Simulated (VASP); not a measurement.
# GaN (P6_3mc) in VASP: relaxation of shape and atoms at fixed volume with r2SCAN

Aim: the relaxation of shape and atoms at fixed volume of GaN with r2SCAN.

Program: VASP 6.6.1. These are calculated values, not measurements. Logs are shortened: lines on timing, memory, paths and dates and some standing lists are left out, and cuts for length are marked.

## (1) The cell of the first run

The structure is hexagonal, space group P6_3mc (No. 186). Conventional cell: a = 3.151 Å, b = 3.151 Å, c = 5.131 Å, α = 90.00°, β = 90.00°, γ = 120.00°. Within 2.6 Å of Ga (site symmetry 3m) lie 4 N at 1.93 Å. Within 2.6 Å of N (site symmetry 3m) lie 4 Ga at 1.93 Å.

## (2) Relaxation of shape and atoms at fixed volume, r2SCAN (11.03 Å³/atom)

Input file POSCAR:

```
GaN
1.0
    3.1509437533      0.0000000000      0.0000000000
   -1.5754718766      2.7287973362      0.0000000000
    0.0000000000      0.0000000000      5.1312331535
Ga N
2 2
Direct
    0.3333333333      0.6666666667     -0.0008898958
    0.6666666667      0.3333333333      0.4991101042
    0.3333333333      0.6666666667      0.3758898958
    0.6666666667      0.3333333333      0.8758898958
```

Input file INCAR.step1:

```
SYSTEM = GaN
PREC = Accurate ; ENCUT = 600
ISMEAR = 0 ; SIGMA = 0.02
LREAL = .FALSE. ; LASPH = .TRUE.
NELM = 80 ; GGA = PE
ALGO = Normal ; EDIFF = 1E-4
LWAVE = .TRUE. ; LCHARG = .FALSE.
```

Input file INCAR.step2:

```
SYSTEM = GaN
PREC = Accurate ; ENCUT = 600
EDIFF = 1E-7 ; ISMEAR = 0
SIGMA = 0.02 ; LREAL = .FALSE.
LASPH = .TRUE. ; NELM = 80
ALGO = Normal ; ISIF = 4
LWAVE = .FALSE. ; LCHARG = .FALSE.
METAGGA = R2SCAN ; LMIXTAU = .TRUE.
IBRION = 2 ; NSW = 50
EDIFFG = -0.01 ; ISTART = 1
```

Input file KPOINTS:

```
Automatic mesh
0
G
  12 12 6
  0 0 0
```

Potentials or basis: VASP PAW PBE potentials, release 64 (Ga_d, N).

The run is started by

```sh
cat potpaw_PBE.64/Ga_d/POTCAR potpaw_PBE.64/N/POTCAR > POTCAR
cp INCAR.step1 INCAR
mpirun -np 1 vasp_std > vasp.out
cp INCAR.step2 INCAR
mpirun -np 1 vasp_std > vasp.out
```

OUTCAR:

```text
SYSTEM = GaN
   PREC = Accurate
   ENCUT = 600
   EDIFF = 1E-7
   ISMEAR = 0
   LREAL = .FALSE.
   LASPH = .TRUE.
   NELM = 80
   ISIF = 4
   METAGGA = R2SCAN
   IBRION = 2
   NSW = 50
   EDIFFG = -0.01
   ISTART = 1

 ion  position               nearest neighbor table
   1  0.333  0.667  0.999-   4 1.93   4 1.93   4 1.93   3 1.93
   2  0.667  0.333  0.499-   3 1.93   3 1.93   3 1.93   4 1.93
   3  0.333  0.667  0.376-   2 1.93   2 1.93   2 1.93   1 1.93
   4  0.667  0.333  0.876-   1 1.93   1 1.93   1 1.93   2 1.93

  LATTYP: Found a hexagonal cell.
 ALAT       =     3.1509437533
 C/A-ratio  =     1.6284750079

  Lattice vectors:

 A1 = (   3.1509437533,   0.0000000000,   0.0000000000)
 A2 = (  -1.5754718766,   2.7287973362,   0.0000000000)
 A3 = (   0.0000000000,   0.0000000000,   5.1312331535)

Analysis of symmetry for initial positions (statically):
=====================================================================
 Subroutine PRICEL returns:
 Original cell was already a primitive cell.

 Routine SETGRP: Setting up the symmetry group for a
 hexagonal supercell.

 Subroutine GETGRP returns: Found 12 space group operations
 (whereof  6 operations were pure point group operations)
 out of a pool of 24 trial point group operations.

The static configuration has the point symmetry C_3v.
 The point group associated with its full space group is C_6v.

Analysis of symmetry for dynamics (positions and initial velocities):
=====================================================================
 Subroutine PRICEL returns:
 Original cell was already a primitive cell.

 Routine SETGRP: Setting up the symmetry group for a
 hexagonal supercell.

 Subroutine GETGRP returns: Found 12 space group operations
 (whereof  6 operations were pure point group operations)
 out of a pool of 24 trial point group operations.

The dynamic configuration has the point symmetry C_3v.
 The point group associated with its full space group is C_6v.

 Subroutine INISYM returns: Found 12 space group operations
 (whereof  6 operations are pure point group operations),
 and found     1 'primitive' translations

----------------------------------------------------------------------------------------

                                     Primitive cell

  volume of cell :      44.1198

  direct lattice vectors                    reciprocal lattice vectors
     3.150943753  0.000000000  0.000000000     0.317365233  0.183230903  0.000000000
    -1.575471877  2.728797336  0.000000000     0.000000000  0.366461806  0.000000000
     0.000000000  0.000000000  5.131233154     0.000000000  0.000000000  0.194884927

  length of vectors
     3.150943753  3.150943753  5.131233154     0.366461806  0.366461806  0.194884927

  position of ions in fractional coordinates (direct lattice)
     0.333333333  0.666666667  0.999110104
     0.666666667  0.333333333  0.499110104
     0.333333333  0.666666667  0.375889896
     0.666666667  0.333333333  0.875889896

  ion indices of the primitive-cell ions
   primitive index   ion index
                 1           1
                 2           2
                 3           3
                 4           4

----------------------------------------------------------------------------------------

 KPOINTS: Automatic mesh

Automatic generation of k-mesh.
 Grid dimensions read from file:
 generate k-points for:   12   12    6

 Generating k-lattice:

  Cartesian coordinates                     Fractional coordinates (reciprocal lattice)
     0.026447103  0.015269242  0.000000000     0.083333333 -0.000000000  0.000000000
[... 63 lines left out ...]
   IBRION =      2    ionic relax: 0-MD 1-quasi-New 2-CG
   NFREE  =      1    steps in history (QN), initial steepest desc. (CG)
   ISIF   =      4    stress and relaxation
   ISYM   =      2    0-nonsym 1-usesym 2-fastsym
   POTIM  = 0.5000    time-step for ionic-motion
   TEBEG  =    0.0;   TEEND  =   0.0 temperature during run
   PSTRESS=    0.0 pullay stress
   NELECT =      36.0000    total number of electrons
   NUPDOWN=      -1.0000    fix difference up-down
   EMIN   =  10.00;   EMAX   =-10.00  energy-range for DOS
   EFERMI =   0.00;   METHOD = LEGACY
   ISMEAR =     0;   SIGMA  =   0.02  broadening in eV -4-tet -1-fermi 0-gaus
   EFERMI_NEDOS =   21; number of points for ismear=-14 and -15
   IALGO  =     38    algorithm
   IMIX   =      4    mixing-type and parameters
     AMIX     =   0.40;   BMIX     =  1.00
     AMIX_MAG =   1.60;   BMIX_MAG =  1.00
  volume/ion in A,a.u.               =      11.03        74.43
  Fermi-wavevector in a.u.,A,eV,Ry     =   1.529787  2.890879 31.841031  2.340250
  Thomas-Fermi vector in A             =   2.637360
   LORBIT       =      0    0 simple, 1 ext, 2 COOP (PROOUT), +10 PAW based schemes
   METAGGA = R2SCAN    functional components
   LHFCALC =     F    Hartree Fock is set to
   AEXX    =    0.0000 exact exchange contribution
   IVDW    =     0    specifies the selected vdW correction
   LEPSILON=     F    determine dielectric tensor
   LRPA    =     F    only Hartree local field effects (RPA)
 conjugate gradient relaxation of ions
 non-spin polarized calculation
 Gauss-broadening in eV      SIGMA  =   0.02
  energy-cutoff  :      600.00
  volume of cell :       44.12
 maximum number of plane-waves:      1496
 NGX is ok and might be reduce to    28
   NGX = 13   NGY = 13   NGZ = 21

--------------------------------------- Ionic step        1  -------------------------------------------

 number of electron      35.9999991 magnetization

 Free energy of the ion-electron system (eV)
  ---------------------------------------------------
  ext. energy  EPLUGINS =         0.00000000
  ---------------------------------------------------
  free energy    TOTEN  =       -43.78495104 eV

  energy without entropy =      -43.78495104  energy(sigma->0) =      -43.78495104

------------------------ aborting loop because EDIFF is reached ----------------------------------------

  FORCE on cell =-STRESS in cart. coord.  units (eV):
  Direction    XX          YY          ZZ          XY          YZ          ZX
  --------------------------------------------------------------------------------------
  -------------------------------------------------------------------------------------
  Total        2.1024716      2.1024716      2.1157091      0.0000000      0.0000000      0.0000000
  in kB       76.3496481     76.3496480     76.8303594      0.0000000      0.0000000      0.0000000
  external PRESSURE =      76.5098852 kB  Pullay stress =       0.0000000 kB

 VOLUME and BASIS-vectors are now :
 -----------------------------------------------------------------------------
  energy-cutoff  :      600.00
  volume of cell :       44.12
      direct lattice vectors                 reciprocal lattice vectors
     3.150943753  0.000000000  0.000000000     0.317365233  0.183230903  0.000000000
    -1.575471877  2.728797336  0.000000000     0.000000000  0.366461806  0.000000000
     0.000000000  0.000000000  5.131233154     0.000000000  0.000000000  0.194884927

 POSITION                                       TOTAL-FORCE (eV/Angst)
 -----------------------------------------------------------------------------------
     -0.00000      1.81920      5.12667         0.000000      0.000000      0.010260
      1.57547      0.90960      2.56105        -0.000000     -0.000000      0.010260
     -0.00000      1.81920      1.92878         0.000000      0.000000     -0.010260
      1.57547      0.90960      4.49440         0.000000     -0.000000     -0.010260
 -----------------------------------------------------------------------------------
    total drift:                                0.000000      0.000001      0.000349

  FREE ENERGIE OF THE ION-ELECTRON SYSTEM (eV)
  ---------------------------------------------------
  free  energy   TOTEN  =       -43.7849510387 eV

  energy  without entropy=      -43.7849510387  energy(sigma->0) =      -43.78495104

--------------------------------------- Ionic step        2  -------------------------------------------

 number of electron      35.9999990 magnetization

 Free energy of the ion-electron system (eV)
  ---------------------------------------------------
  ext. energy  EPLUGINS =         0.00000000
  ---------------------------------------------------
  free energy    TOTEN  =       -43.78496305 eV

  energy without entropy =      -43.78496305  energy(sigma->0) =      -43.78496305

 E-fermi :   5.5838     XC(G=0): -12.8447

 val. band max:        5.4404813984   @ k =   0.0000   0.0000   0.0000
 cond. band min:       7.9942165647   @ k =   0.0000   0.0000   0.0000
 fundamental gap:      2.5537351662
 Fermi energy:         5.5837872357

 k-point     1 :       0.0000    0.0000    0.0000
  band No.  band energies     occupation
      1     -11.6434      2.00000
      2     -10.5435      2.00000
      3      -8.4160      2.00000
      4      -8.3993      2.00000
      5      -8.3992      2.00000
      6      -8.3241      2.00000
[... 589 lines left out ...]
     21      13.1991      0.00000
     22      14.6111      0.00000

 [... further k-points ...]

------------------------ aborting loop because EDIFF is reached ----------------------------------------

  FORCE on cell =-STRESS in cart. coord.  units (eV):
  Direction    XX          YY          ZZ          XY          YZ          ZX
  --------------------------------------------------------------------------------------
  -------------------------------------------------------------------------------------
  Total        2.0954015      2.0954015      2.1268050      0.0000000     -0.0000000      0.0000000
  in kB       76.0929011     76.0929011     77.2332971      0.0000000     -0.0000000      0.0000000
  external PRESSURE =      76.4730331 kB  Pullay stress =       0.0000000 kB

 VOLUME and BASIS-vectors are now :
 -----------------------------------------------------------------------------
  energy-cutoff  :      600.00
  volume of cell :       44.12
      direct lattice vectors                 reciprocal lattice vectors
     3.150776076  0.000000000  0.000000000     0.317382123  0.183240654  0.000000000
    -1.575388038  2.728652123  0.000000000    -0.000000000  0.366481308  0.000000000
     0.000000000  0.000000000  5.131779315     0.000000000  0.000000000  0.194864186

 POSITION                                       TOTAL-FORCE (eV/Angst)
 -----------------------------------------------------------------------------------
     -0.00000      1.81910      5.12771         0.000000     -0.000000     -0.000923
      1.57539      0.90955      2.56182        -0.000000      0.000000     -0.000923
     -0.00000      1.81910      1.92849        -0.000000     -0.000000      0.000923
      1.57539      0.90955      4.49438        -0.000000      0.000000      0.000923
 -----------------------------------------------------------------------------------
    total drift:                                0.000000      0.000001      0.001255

  FREE ENERGIE OF THE ION-ELECTRON SYSTEM (eV)
  ---------------------------------------------------
  free  energy   TOTEN  =       -43.7849630525 eV

  energy  without entropy=      -43.7849630525  energy(sigma->0) =      -43.78496305

 reached required accuracy - stopping structural energy minimisation
```

Wall time 6.7 min (1 thread of AMD EPYC 9R45 (Zen 5), shared host); peak memory 0.22 GiB.

What came out:

* Free energy: -43.7850 eV
* Energy gained by relaxing: 0.0 meV/atom
* Ionic steps: 2
* Pressure after relaxing: 7.6 GPa
* Band gap on the k mesh: 2.55 eV

Final structure:
```cif
data_structure
_symmetry_space_group_name_H-M 'P 1'
_symmetry_Int_Tables_number 1
_cell_length_a 3.1508
_cell_length_b 3.1508
_cell_length_c 5.1318
_cell_angle_alpha 90.000
_cell_angle_beta 90.000
_cell_angle_gamma 120.000
_cell_volume 44.12
loop_
_atom_site_label
_atom_site_type_symbol
_atom_site_fract_x
_atom_site_fract_y
_atom_site_fract_z
_atom_site_occupancy
Ga1 Ga 0.33333 0.66667 0.99921 1
Ga2 Ga 0.66667 0.33333 0.49921 1
N1 N 0.33333 0.66667 0.37579 1
N2 N 0.66667 0.33333 0.87579 1
```

Levels at points of the mesh, in eV from the valence-band top:
```csv
k point,band 14,band 15,band 16,band 17,band 18,band 19,band 20,band 21,band 22
"(0.00, 0.00, 0.00)",-1.11,-1.11,-0.04,0.00,0.00,2.55,5.02,10.14,10.78
"(0.50, 0.00, 0.00)",-5.51,-4.44,-2.95,-2.33,-1.07,5.68,6.29,6.65,9.62
"(0.00, 0.00, 0.50)",-3.99,-0.57,-0.57,-0.57,-0.57,4.97,4.97,9.35,9.35
"(0.50, 0.00, 0.50)",-6.89,-2.08,-2.08,-2.02,-2.02,4.99,4.99,8.62,8.62
```

Caveat: the PAW data sets were made with another functional, which shifts forces and pressure a little.
